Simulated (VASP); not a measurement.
# K (P6_3/mmc) in VASP: further runs

Runs on K. Level: PBE. Tasks: single point.

Program: VASP 6.6.1. These are calculated values, not measurements. Logs are shortened: lines on timing, memory, paths and dates and some standing lists are left out, and cuts for length are marked.

## 1. The cell of the first run

It takes space group P6_3/mmc (No. 194, hexagonal). The conventional cell has a = 3.617 Å, b = 3.617 Å, c = 5.859 Å, α = 90.00°, β = 90.00°, γ = 120.00°. K (site symmetry -6m2) has 12 K at 3.60 to 3.62 Å within 4.7 Å.

This isn't the form of K at room conditions, which is bcc.

## 2. Single point, PBE (33.18 Å³/atom)

Contents of INCAR:

```
SYSTEM = K
PREC     = Accurate       ! precision mode
ENCUT    = 520            ! plane-wave cutoff, eV
EDIFF    = 1E-6           ! SCF threshold, eV
ISMEAR   = -1             ! smearing method
SIGMA    = 0.08           ! smearing width, eV
LREAL    = .FALSE.        ! projectors in reciprocal space
LASPH    = .TRUE.         ! aspherical terms in the spheres
NELM     = 80             ! most SCF steps
ALGO     = Normal         ! electronic algorithm
ISIF     = 2              ! what is computed and relaxed
LWAVE    = .FALSE.        ! write WAVECAR
LCHARG   = .FALSE.        ! write CHGCAR
GGA      = PE             ! functional
NBANDS   = 16             ! bands
```

Contents of KPOINTS:

```
regular mesh
0
G
  10 10 6
  0 0 0
```

Contents of POSCAR:

```
K
1.0
    3.6166287064      0.0000000000      0.0000000000
   -1.8083143532      3.1320923359      0.0000000000
    0.0000000000      0.0000000000      5.8589385045
K
2
Direct
    0.3333333333      0.6666666667      0.2500000000
    0.6666666667      0.3333333333      0.7500000000
```

Potentials or basis: VASP PAW PBE potentials, release 64 (K_sv).

Run with:

```console
> cat potpaw_PBE.64/K_sv/POTCAR > POTCAR
> mpirun -np 1 vasp_std > vasp.out
```

OUTCAR:

```text
SYSTEM = K
   PREC = Accurate
   ENCUT = 520
   EDIFF = 1E-6
   ISMEAR = -1
   LREAL = .FALSE.
   LASPH = .TRUE.
   NELM = 80
   ISIF = 2
   GGA = PE

 ion  position               nearest neighbor table
   1  0.333  0.667  0.250-   2 3.60   2 3.60   2 3.60   2 3.60   2 3.60   2 3.60
   2  0.667  0.333  0.750-   1 3.60   1 3.60   1 3.60   1 3.60   1 3.60   1 3.60

  LATTYP: Found a hexagonal cell.
 ALAT       =     3.6166287064
 C/A-ratio  =     1.6200000000

  Lattice vectors:

 A1 = (   3.6166287064,   0.0000000000,   0.0000000000)
 A2 = (  -1.8083143532,   3.1320923359,   0.0000000000)
 A3 = (   0.0000000000,   0.0000000000,   5.8589385045)

Analysis of symmetry for initial positions (statically):
=====================================================================
 Subroutine PRICEL returns:
 Original cell was already a primitive cell.

 Routine SETGRP: Setting up the symmetry group for a
 hexagonal supercell.

 Subroutine GETGRP returns: Found 24 space group operations
 (whereof 12 operations were pure point group operations)
 out of a pool of 24 trial point group operations.

The static configuration has the point symmetry D_3d.
 The point group associated with its full space group is D_6h.

Analysis of symmetry for dynamics (positions and initial velocities):
=====================================================================
 Subroutine PRICEL returns:
 Original cell was already a primitive cell.

 Routine SETGRP: Setting up the symmetry group for a
 hexagonal supercell.

 Subroutine GETGRP returns: Found 24 space group operations
 (whereof 12 operations were pure point group operations)
 out of a pool of 24 trial point group operations.

The dynamic configuration has the point symmetry D_3d.
 The point group associated with its full space group is D_6h.

 Subroutine INISYM returns: Found 24 space group operations
 (whereof 12 operations are pure point group operations),
 and found     1 'primitive' translations

----------------------------------------------------------------------------------------

                                     Primitive cell

  volume of cell :      66.3678

  direct lattice vectors                    reciprocal lattice vectors
     3.616628706  0.000000000  0.000000000     0.276500598  0.159637695  0.000000000
    -1.808314353  3.132092336  0.000000000     0.000000000  0.319275389  0.000000000
     0.000000000  0.000000000  5.858938505     0.000000000  0.000000000  0.170679381

  length of vectors
     3.616628706  3.616628706  5.858938505     0.319275389  0.319275389  0.170679381

  position of ions in fractional coordinates (direct lattice)
[... 69 lines left out ...]
 SYSTEM =  K
   PREC   = accura    normal or accurate (medium, high low for compatibility)
   ISTART =      0    job   : 0-new  1-cont  2-samecut
   ICHARG =      2    charge: 1-file 2-atom 10-const
   ISPIN  =      1    spin polarized calculation?
   LNONCOLLINEAR =      F non collinear calculations
   LSORBIT =      F    spin-orbit coupling
   LASPH  =      T    aspherical Exc in radial PAW
   ENCUT  =  520.0 eV  38.22 Ry    6.18 a.u.   6.72  6.72 10.89*2*pi/ulx,y,z
   NELM   =     80;   NELMIN=  2; NELMDL= -5     # of ELM steps
   EDIFF  = 0.1E-05   stopping-criterion for ELM
   LREAL  =      F    real-space projection
[... 7 lines left out ...]
   TEBEG  =    0.0;   TEEND  =   0.0 temperature during run
   PSTRESS=    0.0 pullay stress
   NELECT =      18.0000    total number of electrons
   NUPDOWN=      -1.0000    fix difference up-down
   EMIN   =  10.00;   EMAX   =-10.00  energy-range for DOS
   EFERMI =   0.00;   METHOD = LEGACY
   ISMEAR =    -1;   SIGMA  =   0.08  broadening in eV -4-tet -1-fermi 0-gaus
   EFERMI_NEDOS =   21; number of points for ismear=-14 and -15
   IALGO  =     38    algorithm
   IMIX   =      4    mixing-type and parameters
     AMIX     =   0.40;   BMIX     =  1.00
     AMIX_MAG =   1.60;   BMIX_MAG =  1.00
  volume/ion in A,a.u.               =      33.18       223.94
  Fermi-wavevector in a.u.,A,eV,Ry     =   1.059692  2.002528 15.278638  1.122948
  Thomas-Fermi vector in A             =   2.195047
   LORBIT       =      0    0 simple, 1 ext, 2 COOP (PROOUT), +10 PAW based schemes
   GGA     = PE    functional components
   LHFCALC =     F    Hartree Fock is set to
   AEXX    =    0.0000 exact exchange contribution
   IVDW    =     0    specifies the selected vdW correction
   LEPSILON=     F    determine dielectric tensor
   LRPA    =     F    only Hartree local field effects (RPA)
 non-spin polarized calculation
  energy-cutoff  :      520.00
  volume of cell :       66.37
 maximum number of plane-waves:      1822
 NGX is ok and might be reduce to    28
   NGX = 13   NGY = 13   NGZ = 21

 number of electron      18.0000002 magnetization

 Free energy of the ion-electron system (eV)
  ---------------------------------------------------
  ext. energy  EPLUGINS =         0.00000000
  ---------------------------------------------------
  free energy    TOTEN  =        -0.42417428 eV

  energy without entropy =       -0.38510382  energy(sigma->0) =       -0.40463905

 E-fermi :   2.6483     XC(G=0):  -8.0173

 val. band max:        2.6408551316   @ k =   0.4000   0.1000   0.3333
 cond. band min:       2.6788531984   @ k =   0.3000   0.2000   0.3333
 fundamental gap:      0.0379980668
 Fermi energy:         2.6482786324

 k-point     1 :       0.0000    0.0000    0.0000
  band No.  band energies     occupation
      1     -29.6613      2.00000
      2     -29.5422      2.00000
      3     -13.5969      2.00000
      4     -12.8808      2.00000
      5     -12.8808      2.00000
      6     -12.7831      2.00000
[... 433 lines left out ...]
      3     -13.5038      2.00000
      4     -13.3765      2.00000
      5     -13.1722      2.00000
      6     -13.0643      2.00000
[... 8 lines left out ...]
     15       6.8701      0.00000
     16       9.5165      0.00000

 [... further k-points ...]
[... 5 lines left out ...]
  --------------------------------------------------------------------------------------
  -------------------------------------------------------------------------------------
  Total        5.0434198      5.0434198      5.0832019      0.0000000      0.0000000      0.0000000
  in kB      121.7526093    121.7526093    122.7129859      0.0000000      0.0000000      0.0000000
  external PRESSURE =     122.0727348 kB  Pullay stress =       0.0000000 kB

 VOLUME and BASIS-vectors are now :
 -----------------------------------------------------------------------------
  energy-cutoff  :      520.00
  volume of cell :       66.37
      direct lattice vectors                 reciprocal lattice vectors
     3.616628706  0.000000000  0.000000000     0.276500598  0.159637695  0.000000000
    -1.808314353  3.132092336  0.000000000     0.000000000  0.319275389  0.000000000
     0.000000000  0.000000000  5.858938505     0.000000000  0.000000000  0.170679381

 POSITION                                       TOTAL-FORCE (eV/Angst)
 -----------------------------------------------------------------------------------
     -0.00000      2.08806      1.46473        -0.000000      0.000000      0.000000
      1.80831      1.04403      4.39420         0.000000      0.000000      0.000000
 -----------------------------------------------------------------------------------
    total drift:                               -0.000000      0.000000     -0.000000

  FREE ENERGIE OF THE ION-ELECTRON SYSTEM (eV)
  ---------------------------------------------------
  free  energy   TOTEN  =        -0.4241742839 eV

  energy  without entropy=       -0.3851038167  energy(sigma->0) =       -0.40463905
```

Wall time 41 s (1 thread of Intel Xeon 8259CL, shared host); peak memory 0.2 GiB.

What came out:

| Quantity | Value |
| --- | --- |
| Free energy | -0.4242 eV |
| Pressure | 12.2 GPa |
| Band gap on the k mesh | zero (bands 9 and 10 overlap by 2.85 eV) |

Caveat: the cell stands under pressure.

## 3. Single point, PBE (33.18 Å³/atom)

Contents of INCAR:

```
ALGO = Normal ; EDIFF = 1E-6
ENCUT = 520 ; GGA = PE
ISIF = 2 ; ISMEAR = -1
LASPH = T ; LCHARG = F
LREAL = F ; LWAVE = F
NBANDS = 16 ; NELM = 60
PREC = Accurate ; SIGMA = 0.08
```

Contents of KPOINTS:

```
k-points
0
Gamma
  10 10 6
```

POSCAR is that of step 2.

Potentials or basis: VASP PAW PBE potentials, release 64 (K_sv).

Run with:

```console
> cat potpaw_PBE.64/K_sv/POTCAR > POTCAR
> mpirun -np 1 vasp_std > vasp.out
```

Run time: 44 s. Hardware: 1 thread of Intel Xeon 8259CL, shared host; peak memory 0.2 GiB.

Results (log left out):

* Free energy: -0.4242 eV
* Pressure: 12.2 GPa
* Band gap on the k mesh: zero (bands 9 and 10 overlap by 2.85 eV)

Stress tensor (GPa, compression positive):
```
12.18  0.00  0.00
 0.00 12.18  0.00
 0.00  0.00 12.27
```

Levels at points of the mesh, in eV from the Fermi level:
```csv
k point,band 7,band 8,band 9,band 10,band 11,band 12
"(0.00, 0.00, 0.00)",-15.43,-15.42,-3.36,-0.02,1.54,4.37
"(0.50, 0.00, 0.00)",-15.61,-15.52,0.14,0.41,0.90,1.60
"(0.00, 0.00, 0.50)",-15.48,-15.48,-1.97,-1.97,2.99,2.99
"(0.50, 0.00, 0.50)",-15.61,-15.61,0.06,0.06,1.84,1.84
```

Caveat: the cell stands under pressure.

## 4. Single point, PBE (38.35 Å³/atom)

This run uses another cell than the first one, of 38.35 Å³/atom.

Contents of INCAR:

```
ALGO = Normal
EDIFF = 1E-6
ENCUT = 520
GGA = PE
ISIF = 2
ISMEAR = -1
LASPH = True
LCHARG = False
LREAL = False
LWAVE = False
NBANDS = 16
NELM = 100
PREC = Accurate
SIGMA = 0.08
```

KPOINTS is that of step 3.

Contents of POSCAR:

```
K
1.0
    3.7951959312      0.0000000000      0.0000000000
   -1.8975979656      3.2867360888      0.0000000000
    0.0000000000      0.0000000000      6.1482174086
K
2
Direct
    0.3333333333      0.6666666667      0.2500000000
    0.6666666667      0.3333333333      0.7500000000
```

Run with:

```console
> cat potpaw_PBE.64/K_sv/POTCAR > POTCAR
> mpirun -np 1 vasp_std > vasp.out
```

It took 52 s on 1 thread of Intel Xeon 8259CL, shared host; peak memory 0.22 GiB.

The run converged. Its results:

```yaml
Free_energy: -1.0626 eV
Pressure: 7.9 GPa
Band_gap_on_the_k_mesh: zero (bands 9 and 10 overlap by 2.88 eV)
```

Levels at points of the mesh, in eV from the Fermi level:
```csv
k point,band 6,band 7,band 8,band 9,band 10,band 11,band 12,band 13
"(0.00, 0.00, 0.00)",-15.41,-15.41,-15.41,-3.18,0.10,1.20,4.38,4.38
"(0.50, 0.00, 0.00)",-15.60,-15.53,-15.47,0.13,0.40,1.13,1.65,3.03
"(0.00, 0.00, 0.50)",-15.45,-15.45,-15.45,-1.95,-1.95,3.00,3.00,4.40
"(0.50, 0.00, 0.50)",-15.54,-15.54,-15.54,0.25,0.25,1.59,1.59,3.05
```

Caveat: the cell stands under pressure.
